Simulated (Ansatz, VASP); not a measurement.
## Two plane-wave programs on Li2S

POSCAR

```
Li2S
1.0
    0.0000000000      2.7683800000      2.7683800000
    2.7683800000      0.0000000000      2.7683800000
    2.7683800000      2.7683800000      0.0000000000
Li S
2 1
Direct
    0.2500000000      0.2500000000      0.2500000000
    0.7500000000      0.7500000000      0.7500000000
    0.0000000000      0.0000000000      0.0000000000
```

File INCAR.step1:

```
SYSTEM = Li2S
ALGO = Normal
EDIFF = 1E-5
ENCUT = 830
GGA = PE
GGA_COMPAT = .False.
ISMEAR = 0
LASPH = .True.
LCHARG = .False.
LREAL = .False.
LWAVE = .True.
NBANDS = 13
NELM = 120
PREC = Accurate
SIGMA = 0.05
```

INCAR.step2

```
SYSTEM = Li2S
ALGO = Normal
EDIFF = 1E-6
ENCUT = 830
GGA_COMPAT = .False.
ISIF = 2
ISMEAR = 0
ISTART = 1
LASPH = .True.
LCHARG = .False.
LMIXTAU = .True.
LREAL = .False.
LWAVE = .False.
METAGGA = R2SCAN
NBANDS = 13
NELM = 120
PREC = Accurate
SIGMA = 0.05
```

KPOINTS

```
k-points
0
Gamma
  8 8 8
  0 0 0
```

Input for Ansatz:

```yaml
crystal:
  lattice:
    - [0.0, 2.76838, 2.76838]
    - [2.76838, 0.0, 2.76838]
    - [2.76838, 2.76838, 0.0]
  atoms:
    - { symbol: Li, position: [0.25, 0.25, 0.25] }
    - { symbol: Li, position: [0.75, 0.75, 0.75] }
    - { symbol: S, position: [0.0, 0.0, 0.0] }
basis:
  ecutwfc: 500
kpoints:
  mp_grid: { grid: [8, 8, 8] }
hamiltonian:
  xc: r2scan
scf:
  occupations: { method: gaussian, width: 0.05 }
output:
  forces: true
  stress: true
  eigenvalues: true
```

Change from the starting cell: strain -0.030 along x and y, -0.030 along z, atoms carried along.

Alike in both runs: task single point; functional r2SCAN; k mesh 8 × 8 × 8; occupations gaussian, width 0.05 eV; no spin polarisation.

|  | VASP | Ansatz |
| --- | --- | --- |
| version | VASP 6.6.1 | Ansatz 0.2.0 |
| potentials or method | VASP PAW PBE potentials, release 64 (Li_sv, S), cutoff 830 eV | scalar-relativistic, plane waves, PAW |
| valence electrons in the cell | 12 | 12 |

|  | VASP | Ansatz | Ansatz less VASP |
| --- | --- | --- | --- |
| gap on the k mesh at the Fermi level (eV) | 3.80 | 3.81 | +0.014 |
| least direct gap on the mesh (eV) | 5.41 | 5.41 | +0.005 |
| pressure (GPa) | 3.9 | 4.1 | +0.18 |

VASP's potentials were made for PBE, not for r2SCAN.
